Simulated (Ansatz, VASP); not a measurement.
## BP in VASP and in Ansatz

```xyz
2
Lattice="0.0000 2.2302 2.2302 2.2302 0.0000 2.2302 2.2302 2.2302 0.0000" Properties=species:S:1:pos:R:3 pbc="T T T"
B     0.0000    0.0000    0.0000
P     3.3452    3.3452    3.3452
```

Alike in both runs: task single point; functional LDA; k mesh 10 × 10 × 10; no spin polarisation.

```csv
,VASP,Ansatz
version,VASP 6.6.1,Ansatz 0.2.0
potentials or method,"VASP PAW LDA potentials, release 64 (B, P), cutoff 500 eV","scalar-relativistic, plane waves, PAW"
occupations,"gaussian, width 0.01 eV",fixed
valence electrons in the cell,8,8
```

VASP gave:

* gap on the k mesh at the Fermi level (eV): 1.13
* pressure (GPa): 3.6

What did Ansatz give for the same quantities?

gap on the k mesh at the Fermi level (eV): 1.13; pressure (GPa): 3.7.

LDA's correlation is that of Perdew and Zunger in VASP and of Perdew and Wang (1992) in Ansatz. Ansatz's warnings: stress scf threshold loose.
